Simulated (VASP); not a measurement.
Input of a VASP 6.6.1 run:

INCAR

```
PREC = Accurate
ENCUT = 520
EDIFF = 1E-6
ISMEAR = -1
SIGMA = 0.02
LREAL = F
LASPH = T
NELM = 60
ALGO = Normal
ISIF = 2
LWAVE = F
LCHARG = T
GGA = PS
LELF = T
LVHAR = T
NBANDS = 12
```

KPOINTS

```
Automatic mesh
0
Gamma
  10 10 10
```

File POSCAR:

```
LiF
1.0
    0.0000000000      2.0040373091      2.0040373091
    2.0040373091      0.0000000000      2.0040373091
    2.0040373091      2.0040373091      0.0000000000
Li F
1 1
Direct
    0.0000000000      0.0000000000      0.0000000000
    0.5000000000      0.5000000000      0.5000000000
```

Potentials or basis: VASP PAW PBE potentials, release 64 (Li_sv, F).

Launch:

```sh
$ cat potpaw_PBE.64/Li_sv/POTCAR potpaw_PBE.64/F/POTCAR > POTCAR
$ mpirun -np 1 vasp_std > vasp.out
```

Task: What does it give for the band gap on the k mesh?

Result: 9.05 eV, direct.

 A k mesh can miss the band edges.
